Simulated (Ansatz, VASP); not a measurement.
**Si in VASP and in Ansatz**

The input INCAR:

```
SYSTEM = Si
ALGO = Normal ; EDIFF = 1E-6
ENCUT = 500 ; GGA = PE
GGA_COMPAT = .False. ; ISIF = 2
ISMEAR = 0 ; LASPH = .True.
LCHARG = .True. ; LELF = .True.
LREAL = .False. ; LVHAR = .True.
LWAVE = .False. ; NBANDS = 11
NELM = 120 ; PREC = Accurate
SIGMA = 0.001
```

The input KPOINTS:

```
k-points
0
Gamma
  6 6 6
  0 0 0
```

Contents of POSCAR:

```
Si
1.0
    0.0000000000      2.7221188962      2.7221188962
    2.7221188962      0.0000000000      2.7221188962
    2.7221188962      2.7221188962      0.0000000000
Si
2
Direct
    0.0000000000      0.0000000000      0.0000000000
    0.2500000000      0.2500000000      0.2500000000
```

Input for Ansatz:

```yaml
crystal:
  lattice:
    - [0.0, 2.7221188962, 2.7221188962]
    - [2.7221188962, 0.0, 2.7221188962]
    - [2.7221188962, 2.7221188962, 0.0]
  atoms:
    - { symbol: Si, position: [0.0, 0.0, 0.0] }
    - { symbol: Si, position: [0.25, 0.25, 0.25] }
kpoints:
  mp_grid: { grid: [6, 6, 6] }
hamiltonian:
  xc: pbe
scf:
  occupations: { method: gaussian, width: 0.001 }
  n_extra_bands: 4
output:
  forces: true
  stress: true
  eigenvalues: true
```

Alike in both runs: task single point; functional PBE; k mesh 6 × 6 × 6; occupations gaussian, width 0.001 eV; no spin polarisation.

|  | VASP | Ansatz |
| --- | --- | --- |
| version | VASP 6.6.1 | Ansatz 0.2.0 |
| potentials or method | VASP PAW PBE potentials, release 64 (Si) | plane waves |
| plane-wave cutoff (eV) | 500 | 420 |
| valence electrons in the cell | 8 | 8 |

Ansatz gave:

| Property | Result |
| --- | --- |
| gap on the k mesh at the Fermi level (eV) | 0.72 |
| pressure (GPa) | 1.4 |

Q: Which values does VASP return?

A: gap on the k mesh at the Fermi level (eV): 0.72; pressure (GPa): 1.3.
